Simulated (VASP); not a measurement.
A run of VASP 6.6.1:

Contents of INCAR:

```
ALGO = Fast
EDIFF = 1E-7
ENCUT = 520
GGA = PE
ISIF = 2
ISMEAR = 0
LASPH = True
LCHARG = False
LREAL = False
LWAVE = False
NBANDS = 12
NELM = 60
PREC = Accurate
SIGMA = 0.15
```

The input KPOINTS:

```
k-points
0
Gamma
  24 24 24
```

The input POSCAR:

```
Cu
1.0
    0.0000000000      1.5789966900      2.3684950350
    1.5789966900      0.0000000000      2.3684950350
    1.5789966900      1.5789966900      0.0000000000
Cu
1
Direct
    0.0000000000      0.0000000000      0.0000000000
```

Potentials or basis: VASP PAW PBE potentials, release 64 (Cu).

Run with:

```sh
$ cat potpaw_PBE.64/Cu/POTCAR > POTCAR
$ mpirun -np 1 vasp_std > vasp.out
```

Hardware: 1 thread of Intel(R) Xeon(R) 6975P-C (Granite Rapids), on a shared host.

Q: Estimate the wall time of this run.

A: Run time: 2.2 min on 1 thread of Intel(R) Xeon(R) 6975P-C (Granite Rapids), on a shared host, peak memory 0.26 GiB. Counts: scf iterations 15, k points 1063.
